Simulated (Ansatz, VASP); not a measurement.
# One calculation of Te2MoW2S4, two programs

```
Te Mo W S
1.0
     3.29743    0.00000    0.00000
    -1.64872    2.85566    0.00000
     0.00000    0.00000   30.50207
Te Mo W S
2 1 2 4
Cartesian
  0.0000 1.9038 1.6141
  0.0000 1.9038 5.4396
  0.0000 0.0000 3.5265
  0.0000 0.0000 17.6399
  0.0000 1.9038 10.5848
  0.0000 0.0000 12.1205
  0.0000 1.9038 16.1030
  0.0000 1.9038 19.1765
  0.0000 0.0000 9.0482
```

Alike in both runs: task single point; functional LDA; k mesh 9 × 9 × 1; occupations gaussian, width 0.05 eV; no spin polarisation.

```csv
,VASP,Ansatz
version,VASP 6.6.1,Ansatz 0.2.0
potentials or method,"VASP PAW LDA potentials, release 64 (Te, Mo_sv, W_sv, S), cutoff 520 eV","scalar-relativistic, plane waves, PAW"
valence electrons in the cell,78,98
```

Ansatz gave:

```
gap on the k mesh at the Fermi level (eV) : 0.09
rms of the force components (eV/Å)        : 0.291
```

Question: What did VASP give for the same quantities?

Answer: gap on the k mesh at the Fermi level (eV): 0.10; rms of the force components (eV/Å): 0.270.

LDA's correlation is that of Perdew and Zunger in VASP and of Perdew and Wang (1992) in Ansatz. Atom by atom the forces differ by 0.021 eV/Å (rms over components). VASP's potentials hold 78 valence electrons a cell and Ansatz's 98, so a difference there can come from the potentials and not from the codes.

Spin-orbit coupling is off throughout.
